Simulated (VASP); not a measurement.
Write the native input for VASP 6.6.1 that does the following.

| Quantity | Value |
| --- | --- |
| Task | single point |
| Functional | PBE |
| Potentials or basis | VASP PAW PBE potentials, release 64 (Co) |
| Cutoff | 520 eV |
| k mesh | 20 × 20 × 18 |
| Occupations | fermi-dirac, width 0.05 eV |
| Spin | collinear spin, ferromagnetic start |
| Starting moments | [1.7] μB |
| Dipole correction | no |
| Further INCAR settings | ALGO = Normal; EDIFF = 1e-07; NBANDS = 14 |

The structure of Co lies in POSCAR:

```
Co
1.0
    2.2509949457      0.0000000000      0.0000000000
   -1.1254974729      1.9494188068      0.0000000000
    0.0000000000      0.0000000000      2.1283096669
Co
1
Direct
    0.0000000000      0.0000000000      0.0000000000
```

This isn't the form of Co at room conditions, which is hcp.

One way to write it, as run:

INCAR

```
  PREC = Accurate
  ENCUT = 520
  EDIFF = 1E-7
  ISMEAR = -1
  SIGMA = 0.05
  LREAL = False
  LASPH = True
  NELM = 150
  ALGO = Normal
  ISIF = 2
  LWAVE = False
  LCHARG = False
  ISPIN = 2
  MAGMOM = 1.7
  LORBIT = 11
  LMAXMIX = 4
  GGA = PE
  NBANDS = 14
```

KPOINTS

```
Automatic mesh
0
Gamma
  20 20 18
```

Potentials or basis: VASP PAW PBE potentials, release 64 (Co).

Run with:

```bash
$ cat potpaw_PBE.64/Co/POTCAR > POTCAR
$ mpirun -np 1 vasp_std > vasp.out
```

Results of the run:

```yaml
Pressure: 64.7 GPa
Net_moment: 1.11 μB per cell
Site_moments: Co +1.10 μB
Valence_electrons_inside_the_program's_atomic_spheres: Co 8.73
```

Caveat: the cell stands under pressure.

Run time: 61 s on 1 thread of Intel(R) Xeon(R) 6975P-C (Granite Rapids), with other jobs on the host, peak memory 0.19 GiB.
